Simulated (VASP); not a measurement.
Input of a VASP 6.6.1 run:

INCAR

```
SYSTEM = Sr2IN
PREC = Accurate
ENCUT = 520
EDIFF = 1E-6
ISMEAR = 1
SIGMA = 0.15
LREAL = .FALSE.
LASPH = .TRUE.
NELM = 80
ALGO = Normal
ISIF = 2
LWAVE = .FALSE.
LCHARG = .FALSE.
GGA = PE
NBANDS = 42
```

File KPOINTS:

```
Automatic mesh
0
G
  3 3 2
  0 0 0
```

The input POSCAR:

```
Sr2IN
1.0
    6.3257350000     -0.8384520000      0.4570830000
    0.9200580000      5.3077400000     -0.9441150000
   -1.5130560000     -0.2023970000      7.1126410000
I Sr N
2 4 2
Direct
    0.0431815122      0.0460467661      0.4674952535
    0.2114739651      0.3291711087      0.1461775207
    0.8773475175      0.7602976773      0.0460709048
    0.2873741335      0.6998389042      0.8170206504
    0.6875515921      0.1682768484      0.7634883516
    0.6461051904      0.5567983199      0.3809766228
    0.6696532937      0.3812128060      0.0710549839
    0.1423746856      0.1141011879      0.8018898458
```

Potentials or basis: VASP PAW PBE potentials, release 64 (I, Sr_sv, N).

The run is started by

```bash
$ cat potpaw_PBE.64/I/POTCAR potpaw_PBE.64/Sr_sv/POTCAR potpaw_PBE.64/N/POTCAR > POTCAR
$ mpirun -np 1 vasp_std > vasp.out
```

(1) Predict the band gap on the k mesh.

(2) Estimate the pressure.

## Answers

(1) 0.04 eV (least direct gap 0.12 eV).

(2) 3.0 GPa.

Caveat: the k points lie up to 0.45 Å⁻¹ apart; the smearing spreads over this small gap; semilocal functionals underestimate gaps, and a narrow one can read as zero; spin-orbit coupling is left out, which moves the levels of the heavy elements.
